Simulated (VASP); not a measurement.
# Mg2O (Immm) in VASP: single point with PBE

Aim: the single point of Mg2O with PBE.

Program: VASP 6.6.1. These are calculated values, not measurements. Logs are shortened: lines on timing, memory, paths and dates and some standing lists are left out, and cuts for length are marked.

### Step 1. The cell of the first run

The typed cell holds 3 atoms: a = 4.840 Å, b = 4.840 Å, c = 4.840 Å, α = 131.05°, β = 131.03°, γ = 71.75°.

The cell was built from a structure type or drawn by symmetry, and may not be a known phase.

### Step 2. Single point, PBE

INCAR

```
PREC     = Accurate       # precision mode
ENCUT    = 600            # plane-wave cutoff, eV
EDIFF    = 1E-6           # SCF threshold, eV
ISMEAR   = 0              # smearing method
SIGMA    = 0.2            # smearing width, eV
LREAL    = False          # projectors in reciprocal space
LASPH    = True           # aspherical terms in the spheres
NELM     = 120            # most SCF steps
ALGO     = Normal         # electronic algorithm
ISIF     = 2              # what is computed and relaxed
LWAVE    = False          # write WAVECAR
LCHARG   = False          # write CHGCAR
GGA      = PE             # functional
NBANDS   = 12             # bands
GGA_COMPAT= False
```

KPOINTS

```
regular mesh
0
Gamma
  7 7 7
```

POSCAR

```
Mg2O
1.0
   -2.0053564164      2.0059882523      3.9220507045
    2.0053564164     -2.0059882523      3.9220507045
    2.0053564164      2.0059882523     -3.9220507045
Mg O
2 1
Direct
    0.5000000000      0.0000000000      0.5000000000
    0.0000000000      0.5000000000      0.5000000000
    0.0000000000      0.0000000000      0.0000000000
```

Potentials or basis: VASP PAW PBE potentials, release 64 (Mg, O).

Command:

```console
$ cat potpaw_PBE.64/Mg/POTCAR potpaw_PBE.64/O/POTCAR > POTCAR
$ mpirun -np 1 vasp_std > vasp.out
```

OUTCAR:

```text
PREC = Accurate
   ENCUT = 600
   EDIFF = 1E-6
   ISMEAR = 0
   LREAL = False
   LASPH = True
   NELM = 120
   ISIF = 2
   GGA = PE

 ion  position               nearest neighbor table
   1  0.500  0.000  0.500-   3 2.01   3 2.01   2 2.84   2 2.84   2 2.84   2 2.84
   2  0.000  0.500  0.500-   3 2.01   3 2.01   1 2.84   1 2.84   1 2.84   1 2.84
   3  0.000  0.000  0.000-   2 2.01   2 2.01   1 2.01   1 2.01

  LATTYP: Found a body centered orthorhombic cell.
 ALAT       =     4.0107128328
 B/A-ratio  =     1.0003150741
 C/A-ratio  =     1.9557873465

  Lattice vectors:

 A1 = (  -2.0053564164,   2.0059882523,   3.9220507045)
 A2 = (   2.0053564164,  -2.0059882523,   3.9220507045)
 A3 = (   2.0053564164,   2.0059882523,  -3.9220507045)

Analysis of symmetry for initial positions (statically):
=====================================================================
 Subroutine PRICEL returns:
 Original cell was already a primitive cell.

 Routine SETGRP: Setting up the symmetry group for a
 body centered orthorhombic supercell.

 Subroutine GETGRP returns: Found  8 space group operations
 (whereof  8 operations were pure point group operations)
 out of a pool of  8 trial point group operations.

The static configuration has the point symmetry D_2h.

Analysis of symmetry for dynamics (positions and initial velocities):
=====================================================================
 Subroutine PRICEL returns:
 Original cell was already a primitive cell.

 Routine SETGRP: Setting up the symmetry group for a
 body centered orthorhombic supercell.

 Subroutine GETGRP returns: Found  8 space group operations
 (whereof  8 operations were pure point group operations)
 out of a pool of  8 trial point group operations.

The dynamic configuration has the point symmetry D_2h.

 Subroutine INISYM returns: Found  8 space group operations
 (whereof  8 operations are pure point group operations),
 and found     1 'primitive' translations

----------------------------------------------------------------------------------------

                                     Primitive cell

  volume of cell :      63.1093

  direct lattice vectors                    reciprocal lattice vectors
    -2.005356416  2.005988252  3.922050705     0.000000000  0.249253703  0.127484328
     2.005356416 -2.005988252  3.922050705     0.249332236  0.000000000  0.127484328
     2.005356416  2.005988252 -3.922050705     0.249332236  0.249253703  0.000000000

  length of vectors
     4.840240175  4.840240175  4.840240175     0.279963681  0.280033602  0.352553503

  position of ions in fractional coordinates (direct lattice)
     0.500000000  0.000000000  0.500000000
     0.000000000  0.500000000  0.500000000
     0.000000000  0.000000000  0.000000000

  ion indices of the primitive-cell ions
   primitive index   ion index
                 1           1
                 2           2
                 3           3

----------------------------------------------------------------------------------------

 KPOINTS: regular mesh

Automatic generation of k-mesh.
 Grid dimensions read from file:
 generate k-points for:    7    7    7

 Generating k-lattice:

  Cartesian coordinates                     Fractional coordinates (reciprocal lattice)
     0.000000000  0.035607672  0.018212047     0.142857143  0.000000000 -0.000000000
     0.035618891  0.000000000  0.018212047     0.000000000  0.142857143 -0.000000000
     0.035618891  0.035607672  0.000000000     0.000000000  0.000000000  0.142857143

  Length of vectors
     0.039994812  0.040004800  0.050364786

  Shift w.r.t. Gamma in fractional coordinates (k-lattice)
     0.000000000  0.000000000  0.000000000

 Subroutine IBZKPT returns following result:
 ===========================================

 Found     64 irreducible k-points:

 Following reciprocal coordinates:
            Coordinates               Weight
  0.000000  0.000000  0.000000      1.000000
  0.142857 -0.000000  0.000000      4.000000
  0.285714  0.000000 -0.000000      4.000000
  0.428571 -0.000000  0.000000      4.000000
 -0.000000  0.142857  0.000000      4.000000
  0.142857  0.142857  0.000000      8.000000
[... 16 lines left out ...]
 -0.428571  0.428571  0.000000      4.000000
 -0.285714  0.428571  0.000000      8.000000
 [... further k-points ...]
   k-points           NKPTS =     64   k-points in BZ     NKDIM =     64   number of bands    NBANDS=     12
   number of dos      NEDOS =    301   number of ions     NIONS =      3
   total plane-waves  NPLWV =  64000
   dimension x,y,z NGX =    40 NGY =   40 NGZ =   40
   dimension x,y,z NGXF=    80 NGYF=   80 NGZF=   80
   ions per type =               2   1
   NGX,Y,Z   is equivalent  to a cutoff of  13.74, 13.74, 13.74 a.u.
   NGXF,Y,Z  is equivalent  to a cutoff of  27.48, 27.48, 27.48 a.u.
 SYSTEM =  unknown system
   PREC   = accura    normal or accurate (medium, high low for compatibility)
   ISTART =      0    job   : 0-new  1-cont  2-samecut
   ICHARG =      2    charge: 1-file 2-atom 10-const
   ISPIN  =      1    spin polarized calculation?
   LNONCOLLINEAR =      F non collinear calculations
   LSORBIT =      F    spin-orbit coupling
   LASPH  =      T    aspherical Exc in radial PAW
   ENCUT  =  600.0 eV  44.10 Ry    6.64 a.u.   9.67  9.67  9.67*2*pi/ulx,y,z
   NELM   =    120;   NELMIN=  2; NELMDL= -5     # of ELM steps
   EDIFF  = 0.1E-05   stopping-criterion for ELM
   LREAL  =      F    real-space projection
   EDIFFG = 0.1E-04   stopping-criterion for IOM
   NSW    =      0    number of steps for IOM
   IBRION =     -1    ionic relax: 0-MD 1-quasi-New 2-CG
   NFREE  =      0    steps in history (QN), initial steepest desc. (CG)
   ISIF   =      2    stress and relaxation
   ISYM   =      2    0-nonsym 1-usesym 2-fastsym
   POTIM  = 0.5000    time-step for ionic-motion
   TEBEG  =    0.0;   TEEND  =   0.0 temperature during run
   PSTRESS=    0.0 pullay stress
   NELECT =      10.0000    total number of electrons
   NUPDOWN=      -1.0000    fix difference up-down
   EMIN   =  10.00;   EMAX   =-10.00  energy-range for DOS
   EFERMI =   0.00;   METHOD = LEGACY
   ISMEAR =     0;   SIGMA  =   0.20  broadening in eV -4-tet -1-fermi 0-gaus
   EFERMI_NEDOS =   21; number of points for ismear=-14 and -15
   IALGO  =     38    algorithm
   IMIX   =      4    mixing-type and parameters
     AMIX     =   0.40;   BMIX     =  1.00
     AMIX_MAG =   1.60;   BMIX_MAG =  1.00
  volume/ion in A,a.u.               =      21.04       141.96
  Fermi-wavevector in a.u.,A,eV,Ry     =   0.885885  1.674079 10.677735  0.784791
  Thomas-Fermi vector in A             =   2.006977
   LORBIT       =      0    0 simple, 1 ext, 2 COOP (PROOUT), +10 PAW based schemes
   GGA     = PE    functional components
   LHFCALC =     F    Hartree Fock is set to
   AEXX    =    0.0000 exact exchange contribution
   IVDW    =     0    specifies the selected vdW correction
   LEPSILON=     F    determine dielectric tensor
   LRPA    =     F    only Hartree local field effects (RPA)
 non-spin polarized calculation
 Gauss-broadening in eV      SIGMA  =   0.20
  energy-cutoff  :      600.00
  volume of cell :       63.11
 maximum number of plane-waves:      2120
   NGX = 19   NGY = 19   NGZ = 19

 number of electron      10.0000001 magnetization

 Free energy of the ion-electron system (eV)
  ---------------------------------------------------
  ext. energy  EPLUGINS =         0.00000000
  ---------------------------------------------------
  free energy    TOTEN  =       -11.47123961 eV

  energy without entropy =      -11.46759320  energy(sigma->0) =      -11.46941641

 E-fermi :   1.9985     XC(G=0):  -7.8976

 val. band max:        1.8107297030   @ k =  -0.2857   0.2857   0.2857
 cond. band min:       2.1524159135   @ k =   0.4286  -0.1429   0.1429
 fundamental gap:      0.3416862105
 Fermi energy:         1.9984518192

 k-point     1 :       0.0000    0.0000    0.0000
  band No.  band energies     occupation
      1     -16.9937      2.00000
      2      -2.9489      2.00000
      3      -2.9485      2.00000
      4      -1.8605      2.00000
      5      -1.7549      2.00000
      6       6.4503      0.00000
      7       7.0299      0.00000
      8       8.1658      0.00000
      9       8.5068      0.00000
     10       8.5119      0.00000
     11       8.9686      0.00000
     12       8.9719      0.00000

 k-point     2 :       0.1429   -0.0000    0.0000
  band No.  band energies     occupation
      1     -16.9724      2.00000
      2      -3.3196      2.00000
      3      -2.9420      2.00000
      4      -1.9626      2.00000
      5      -1.1371      2.00000
      6       5.5069      0.00000
      7       6.6837      0.00000
      8       7.3954      0.00000
      9       8.1806      0.00000
     10       8.5387      0.00000
     11       9.0205      0.00000
     12       9.7025      0.00000

 k-point     3 :       0.2857    0.0000   -0.0000
  band No.  band energies     occupation
      1     -16.9240      2.00000
      2      -3.8271      2.00000
      3      -2.9268      2.00000
      4      -2.0224      2.00000
      5      -0.0899      2.00000
      6       3.9643      0.00000
      7       6.0932      0.00000
      8       6.3929      0.00000
      9       7.4179      0.00000
     10       9.7696      0.00000
     11       9.9490      0.00000
     12      10.4394      0.00000
[... 286 lines left out ...]
 k-point    23 :      -0.4286    0.4286    0.0000
  band No.  band energies     occupation
      1     -16.7906      2.00000
      2      -3.8807      2.00000
      3      -3.6296      2.00000
      4      -1.9171      2.00000
      5       1.0957      2.00000
      6       3.8341      0.00000
      7       4.0780      0.00000
      8       6.0400      0.00000
      9       6.6054      0.00000
     10       8.1794      0.00000
     11       9.3522      0.00000
     12      11.5562      0.00000

 k-point    24 :      -0.2857    0.4286    0.0000
  band No.  band energies     occupation
      1     -16.8253      2.00000
      2      -3.9341      2.00000
      3      -3.4451      2.00000
      4      -1.9423      2.00000
      5       1.0726      2.00000
      6       3.5695      0.00000
      7       4.2042      0.00000
      8       6.3625      0.00000
      9       6.7569      0.00000
     10       9.0230      0.00000
     11       9.3249      0.00000
     12      11.2440      0.00000

 [... further k-points ...]
[... 5 lines left out ...]
  --------------------------------------------------------------------------------------
  -------------------------------------------------------------------------------------
  Total       -0.0823873     -0.0914670      0.2288597      0.0000000      0.0000000      0.0000000
  in kB       -2.0915967     -2.3221044      5.8101426      0.0000000      0.0000000      0.0000000
  external PRESSURE =       0.4654805 kB  Pullay stress =       0.0000000 kB

 VOLUME and BASIS-vectors are now :
 -----------------------------------------------------------------------------
  energy-cutoff  :      600.00
  volume of cell :       63.11
      direct lattice vectors                 reciprocal lattice vectors
    -2.005356416  2.005988252  3.922050705     0.000000000  0.249253703  0.127484328
     2.005356416 -2.005988252  3.922050705     0.249332236  0.000000000  0.127484328
     2.005356416  2.005988252 -3.922050705     0.249332236  0.249253703  0.000000000

 POSITION                                       TOTAL-FORCE (eV/Angst)
 -----------------------------------------------------------------------------------
      0.00000      2.00599      0.00000        -0.000000      0.000000      0.000000
      2.00536      0.00000      0.00000         0.000000     -0.000000     -0.000000
      0.00000      0.00000      0.00000         0.000000     -0.000000     -0.000000
 -----------------------------------------------------------------------------------
    total drift:                               -0.000000      0.000000      0.000000

  FREE ENERGIE OF THE ION-ELECTRON SYSTEM (eV)
  ---------------------------------------------------
  free  energy   TOTEN  =       -11.4712396149 eV

  energy  without entropy=      -11.4675931952  energy(sigma->0) =      -11.46941641
```

Wall time 24 s (1 thread of Intel Xeon 6975P-C (Granite Rapids), shared host); peak memory 0.26 GiB.

Results:

```yaml
Free_energy: -11.4712 eV
Pressure: 0.0 GPa
Band_gap_on_the_k_mesh: 0.34 eV (least direct gap 0.41 eV)
```

Caveat: an odd mesh through Γ misses points on the zone boundary, where band edges can lie.
